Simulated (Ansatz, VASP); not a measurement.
Cd3HgTe4: VASP beside Ansatz

File POSCAR:

```
Cd3HgTe4
1.0
    6.6293392000      0.0000000000      0.0000000000
    0.0000000000      6.6293392000      0.0000000000
    0.0000000000      0.0000000000      6.6293392000
Cd Hg Te
3 1 4
Direct
    0.0000000000      0.5000000000      0.5000000000
    0.5000000000      0.0000000000      0.5000000000
    0.5000000000      0.5000000000      0.0000000000
    0.0000000000      0.0000000000      0.0000000000
    0.7490520000      0.7490520000      0.2509480000
    0.7490520000      0.2509480000      0.7490520000
    0.2509480000      0.7490520000      0.7490520000
    0.2509480000      0.2509480000      0.2509480000
```

The input INCAR.step1:

```
PREC     = Accurate       # precision mode
ENCUT    = 520            # plane-wave cutoff, eV
ISMEAR   = 0              # smearing method
SIGMA    = 0.01           # smearing width, eV
LREAL    = False          # projectors in reciprocal space
LASPH    = True           # aspherical terms in the spheres
NELM     = 80             # most SCF steps
NBANDS   = 46             # bands
GGA      = PE             # functional
ALGO     = Normal         # electronic algorithm
EDIFF    = 1E-4           # SCF threshold, eV
LWAVE    = True           # write WAVECAR
LCHARG   = False          # write CHGCAR
```

The input INCAR.step2:

```
PREC     = Accurate       # precision mode
ENCUT    = 520            # plane-wave cutoff, eV
EDIFF    = 1E-6           # SCF threshold, eV
ISMEAR   = 0              # smearing method
SIGMA    = 0.01           # smearing width, eV
LREAL    = False          # projectors in reciprocal space
LASPH    = True           # aspherical terms in the spheres
NELM     = 80             # most SCF steps
ALGO     = Normal         # electronic algorithm
ISIF     = 2              # what is computed and relaxed
LWAVE    = False          # write WAVECAR
LCHARG   = True           # write CHGCAR
METAGGA  = R2SCAN         # meta-GGA
LMIXTAU  = True         
LELF     = True           # ELF
LVHAR    = True         
NBANDS   = 46             # bands
ISTART   = 1
```

KPOINTS

```
Automatic mesh
0
Gamma
  6 6 6
```

Input for Ansatz:

```yaml
crystal:
  lattice:
    - [6.6293392, 0.0, 0.0]
    - [0.0, 6.6293392, 0.0]
    - [0.0, 0.0, 6.6293392]
  atoms:
    - { symbol: Cd, position: [0.0, 0.5, 0.5] }
    - { symbol: Cd, position: [0.5, 0.0, 0.5] }
    - { symbol: Cd, position: [0.5, 0.5, 0.0] }
    - { symbol: Hg, position: [0.0, 0.0, 0.0] }
    - { symbol: Te, position: [0.749052, 0.749052, 0.250948] }
    - { symbol: Te, position: [0.749052, 0.250948, 0.749052] }
    - { symbol: Te, position: [0.250948, 0.749052, 0.749052] }
    - { symbol: Te, position: [0.250948, 0.250948, 0.250948] }
basis:
  ecutwfc: 500
kpoints:
  mp_grid: { grid: [6, 6, 6] }
  band_path:
    path:
      - [[0.0, 0.0, 0.0], [0.0, 0.5, 0.0], [0.5, 0.5, 0.0], [0.0, 0.0, 0.0], [0.5, 0.5, 0.5], [0.0, 0.5, 0.0]]
      - [[0.5, 0.5, 0.5], [0.5, 0.5, 0.0]]
    npoints: 14
hamiltonian:
  xc: r2scan
scf:
  occupations: { method: gaussian, width: 0.01 }
  n_extra_bands: 20
output:
  forces: true
  stress: true
  eigenvalues: true
  populations: true
  dos: { projected: true, de: 0.02, nscf_kmesh: { grid: [8, 8, 8] } }
  bader: true
  write_density: true
  write_potential: true
  elf: true
  volumetric_format: npy
```

Alike in both runs: task single point; functional r2SCAN; k mesh 6 × 6 × 6; occupations gaussian, width 0.01 eV; no spin polarisation.

|  | VASP | Ansatz |
| --- | --- | --- |
| version | VASP 6.6.1 | Ansatz 0.2.0 |
| potentials or method | VASP PAW PBE potentials, release 64 (Cd, Hg, Te), cutoff 520 eV | scalar-relativistic, plane waves, PAW |
| valence electrons in the cell | 72 | 144 |

```tsv
	VASP	Ansatz	Ansatz less VASP
gap on the k mesh at the Fermi level (eV)	0.59	0.60	+0.011
least direct gap on the mesh (eV)	0.59	0.60	+0.011
pressure (GPa)	-1.1	-1.2	-0.08
rms of the force components (eV/Å)	0.008	0.008	-0.0003
```

VASP's potentials were made for PBE, not for r2SCAN. Atom by atom the forces differ by 0.000 eV/Å (rms over components). VASP's potentials hold 72 valence electrons a cell and Ansatz's 144, so a difference there can come from the potentials and not from the codes.

Neither program's run includes spin-orbit coupling.
